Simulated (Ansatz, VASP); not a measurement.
Given: the input of a run of Ansatz 0.2.0 on Ti3Se.

input.yaml

```yaml
crystal:
  lattice:
    - [3.1542315771, 0.0, 0.0]
    - [-1.5771157886, 2.7316446752, 0.0]
    - [0.0, 0.0, 7.8353974489]
  atoms:
    - { symbol: Se, position: [0.0, 0.0, 0.0] }
    - { symbol: Ti, position: [0.6666666667, 0.3333333333, 0.5] }
    - { symbol: Ti, position: [0.3333333333, 0.6666666667, 0.772902] }
    - { symbol: Ti, position: [0.3333333333, 0.6666666667, 0.227098] }
kpoints:
  mp_grid: { grid: [10, 10, 4] }
scf:
  occupations: { method: fermi_dirac, width: 0.05 }
hamiltonian:
  xc: pbesol
  pseudopotentials: { kind: all_electron, lapw: { basis_error: 0.001 } }
output:
  forces: true
  stress: true
  eigenvalues: true
```

Potentials or basis: all-electron LAPW, scalar-relativistic.

The run is started by

```console
$ ansatz run input.yaml --threads 2 --pin off --max-ram 8192MiB --backend cpu --events-out ev --progress --plain --runs-dir out
```

Question: Set up the same calculation for VASP 6.6.1. Potentials there: VASP PAW PBE potentials, release 64 (Se, Ti_sv).

Answer: As run (the cutoff follows the program's own potentials):

File INCAR:

```
SYSTEM = Ti3Se
PREC = Accurate
ENCUT = 520
EDIFF = 1E-6
ISMEAR = -1
SIGMA = 0.05
LREAL = .False.
LASPH = .True.
NELM = 60
ALGO = Normal
ISIF = 2
LWAVE = .False.
LCHARG = .True.
GGA = PS
LELF = .True.
LVHAR = .True.
NBANDS = 29
```

Contents of KPOINTS:

```
regular mesh
0
Gamma
  10 10 4
  0 0 0
```

POSCAR

```
Ti3Se
1.0
    3.1542315771      0.0000000000      0.0000000000
   -1.5771157886      2.7316446752      0.0000000000
    0.0000000000      0.0000000000      7.8353974489
Se Ti
1 3
Direct
    0.0000000000      0.0000000000      0.0000000000
    0.6666666667      0.3333333333      0.5000000000
    0.3333333333      0.6666666667      0.7729020000
    0.3333333333      0.6666666667      0.2270980000
```

Potentials or basis: VASP PAW PBE potentials, release 64 (Se, Ti_sv).

Command:

```sh
$ cat potpaw_PBE.64/Se/POTCAR potpaw_PBE.64/Ti_sv/POTCAR > POTCAR
$ mpirun -np 1 vasp_std > vasp.out
```

Both were run:

|  | VASP | Ansatz | Ansatz less VASP |
| --- | --- | --- | --- |
| gap on the k mesh at the Fermi level (eV) | none | none | - |
| pressure (GPa) | 0.3 | 0.2 | -0.10 |
| traceless stress, the component that is largest in VASP (GPa) | 0.29 | 0.29 | +0.001 |
| rms of the force components (eV/Å) | 0.026 | 0.013 | -0.0129 |

VASP's potentials were made for PBE, not for PBEsol. Atom by atom the forces differ by 0.013 eV/Å (rms over components). A gap of «none» marks a metal or a gap that the smearing closes. Ansatz ran all-electron here, and VASP with PAW potentials.
